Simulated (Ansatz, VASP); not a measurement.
**Two plane-wave programs on NaEuC4**

```xyz
6
Lattice="0.0000 3.3423 3.3423 3.3423 0.0000 3.3423 3.3423 3.3423 0.0000" Properties=species:S:1:pos:R:3 pbc="T T T"
Na    3.3423    3.3423    3.3423
Eu    5.0134    5.0134    5.0134
C     0.5533    2.7890    2.7890
C     0.5533    0.5533    0.5533
C     2.7890    0.5533    2.7890
C     2.7890    2.7890    0.5533
```

Change from the starting cell: species swapped into the MnBe4Al type (F-43m, No. 216).

Alike in both runs: functional PBE; k mesh 4 × 4 × 4; occupations gaussian, width 0.1 eV; collinear spin.

Ansatz relaxed the structure, and its values are those at the end. VASP's run is a single point on that final structure, the one shown.

```csv
,VASP,Ansatz
version,VASP 6.6.1,Ansatz 0.2.0
potentials or method,"VASP PAW PBE potentials, release 64 (Na_pv, Eu, C), cutoff 520 eV","scalar-relativistic, plane waves, PAW"
valence electrons in the cell,40,42
```

```csv
,VASP,Ansatz,Ansatz less VASP
gap on the k mesh at the Fermi level (eV),none,none,-
pressure (GPa),0.0,-0.3,-0.33
rms of the force components (eV/Å),0.056,0.007,-0.0491
net moment per atom (μB),1.00,1.00,0.000
size of the moment on the site where the two differ most (μB),6.33,6.43,+0.093
```

Site moments also hang on the region over which each program counts them. A gap of «none» marks a metal or a gap that the smearing closes. The functional is the same, so the differences come from potentials, cutoffs and numerics. VASP's potentials hold 40 valence electrons a cell and Ansatz's 42, so a difference there can come from the potentials and not from the codes.

The k mesh is coarse, so the values compare programs but aren't converged. Spin-orbit coupling is off throughout.
